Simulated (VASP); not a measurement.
A run of VASP 6.6.1:

File INCAR:

```
SYSTEM = Tl
PREC = Accurate
ENCUT = 520
EDIFF = 1E-6
ISMEAR = -1
SIGMA = 0.08
LREAL = .FALSE.
LASPH = .TRUE.
NELM = 100
ALGO = Normal
ISIF = 2
LWAVE = .FALSE.
LCHARG = .TRUE.
GGA = PS
LELF = .TRUE.
LVHAR = .TRUE.
NBANDS = 12
```

File KPOINTS:

```
Automatic mesh
0
G
  16 16 16
  0 0 0
```

File POSCAR:

```
Tl
1.0
   -1.9263637944      1.9263637944      1.9263637944
    1.9263637944     -1.9263637944      1.9263637944
    1.9263637944      1.9263637944     -1.9263637944
Tl
1
Direct
    0.0000000000      0.0000000000      0.0000000000
```

Potentials or basis: VASP PAW PBE potentials, release 64 (Tl_d).

Launch:

```bash
$ cat potpaw_PBE.64/Tl_d/POTCAR > POTCAR
$ mpirun -np 1 vasp_std > vasp.out
```

Hardware: 1 thread of AMD EPYC 9R45 96-Core Processor (Zen 5), with other jobs on the host.

Task: How long does it take, and how much memory?

Result: Wall time 22 s on 1 thread of AMD EPYC 9R45 96-Core Processor (Zen 5) (shared host), peak memory 0.16 GiB. Counts: scf iterations 11, k points 145.
